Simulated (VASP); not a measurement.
Crystal: SrO.

```
Sr O
1.0
     0.00000    2.61663    2.61663
     2.61663    0.00000    2.61663
     2.61663    2.61663    0.00000
Sr O
1 1
Direct
  0.50000 0.50000 0.50000
  0.00000 0.00000 0.00000
```

Program: VASP 6.6.1. Alike in all runs: task single point; cell as given; k mesh 9 × 9 × 9; cutoff (eV) 520; smearing fermi-dirac 0.05 eV.

Problem. Order these runs on this cell by their pressure, lowest first.
A. level LDA; potentials or basis VASP PAW LDA potentials, release 64 (Sr_sv, O); spin off
B. level PBE; potentials or basis VASP PAW PBE potentials, release 64 (Sr_sv, O); spin non-collinear, zero start, SOC
C. level revPBE+D3(BJ); potentials or basis VASP PAW PBE potentials, release 64 (Sr_sv, O); spin off
D. level PBEsol; potentials or basis VASP PAW PBE potentials, release 64 (Sr_sv, O); spin off
E. level RPBE; potentials or basis VASP PAW PBE potentials, release 64 (Sr_sv, O); spin off

Solution. A (-7.7 GPa), D (-4.7 GPa), C (-3.1 GPa), B (-1.3 GPa), E (1.5 GPa).

Caveats: the PAW data sets were made with another functional, which shifts forces and pressure a little (some runs).
